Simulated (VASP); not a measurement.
Write the native input for VASP 6.6.1 that does the following.

```yaml
Task: single point
Functional: PBE
Potentials_or_basis: VASP PAW PBE potentials, release 64 (Ge_d)
Cutoff: 520 eV
k_mesh: 8 × 6 × 6
Occupations: gaussian, width 0.1 eV
Spin: no spin polarisation
Dipole_correction: no
Further_INCAR_settings: ALGO = Normal; EDIFF = 1e-06; NBANDS = 13
```

The structure of Ge lies in POSCAR:

```
Ge
1.0
    2.6452130382      0.0000000000      0.0000000000
    0.0000000000      2.7481257268      0.0000000000
    0.0000000000      0.0000000000      2.7534678261
Ge
1
Direct
    0.5000000000      0.0000000000      0.5000000000
```

The cell was generated, and may not be a known phase.

The input as run:

INCAR

```
PREC = Accurate
ENCUT = 520
EDIFF = 1E-6
ISMEAR = 0
SIGMA = 0.1
LREAL = F
LASPH = T
NELM = 100
ALGO = Normal
ISIF = 2
LWAVE = F
LCHARG = F
GGA = PE
NBANDS = 13
```

KPOINTS

```
regular mesh
0
Gamma
  8 6 6
```

Potentials or basis: VASP PAW PBE potentials, release 64 (Ge_d).

The run is started by

```console
$ cat potpaw_PBE.64/Ge_d/POTCAR > POTCAR
$ mpirun -np 1 vasp_std > vasp.out
```

It gave:

| Quantity | Value |
| --- | --- |
| Pressure | -0.2 GPa |
| Band gap on the k mesh | zero (bands 7 and 8 overlap by 8.67 eV) |

Caveat: the k points lie up to 0.38 Å⁻¹ apart, too coarse for converged energies and pressures of a metal.

Run time: 4.7 s on 1 thread of Intel(R) Xeon(R) 6975P-C (Granite Rapids), on a shared host, peak memory 0.13 GiB.
